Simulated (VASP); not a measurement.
The system is TlZn.

```
Zn Tl
1.0
     3.35201    0.00000    0.00000
    -1.67600    2.90292    0.00000
     0.00000    0.00000    4.98328
Zn Tl
1 1
Direct
  0.33333 0.66667 0.50000
  0.00000 0.00000 0.00000
```

- Program: VASP 6.6.1
- Task: relaxation of cell and atoms
- Functional: PBE
- Potentials or basis: VASP PAW PBE potentials, release 64 (Zn, Tl_d)
- Cutoff: 600 eV
- k mesh: 18 × 18 × 12
- Occupations: gaussian, width 0.1 eV
- Spin: no spin polarisation

At the start: pressure 0.6 GPa; volume 24.25 Å³/atom.

Question: How do energy, volume and symmetry change on relaxing?

Answer: Over 13 steps the energy falls by 15.9 meV/atom and the volume is 24.89 Å³/atom (+2.7 %); space group P-6m2 (No. 187, to 0.05 Å).

Step by step:
| step | energy change (eV) | largest force (eV/Å) | pressure (GPa) | volume (Å³) |
| --- | --- | --- | --- | --- |
| 1 | 0.0000 | 0.0000 | 0.58 | 48.49 |
| 2 | -0.0049 | 0.0000 | 0.08 | 49.10 |
| 3 | -0.0070 | 0.0000 | -0.20 | 49.52 |
| 4 | -0.0090 | 0.0000 | -0.64 | 50.37 |
| 5 | -0.0135 | 0.0000 | -0.32 | 50.12 |
| 6 | -0.0261 | 0.0000 | 0.21 | 49.31 |
| 7 | -0.0148 | 0.0000 | 1.73 | 47.42 |
| 8 | -0.0291 | 0.0000 | 0.71 | 48.59 |
| 9 | -0.0298 | 0.0000 | 0.51 | 48.82 |
| 10 | -0.0304 | 0.0000 | 0.46 | 49.55 |
| 11 | -0.0311 | 0.0000 | 0.42 | 49.22 |
| 12 | -0.0317 | 0.0000 | -0.14 | 50.07 |
| 13 | -0.0319 | 0.0000 | 0.02 | 49.79 |

Final structure:
```xyz
2
Lattice="3.5572 0.0000 0.0000 -1.7786 3.0806 0.0000 0.0000 0.0000 4.5434" Properties=species:S:1:pos:R:3 pbc="T T T"
Zn    0.0000    2.0537    2.2717
Tl    0.0000    0.0000    0.0000
```
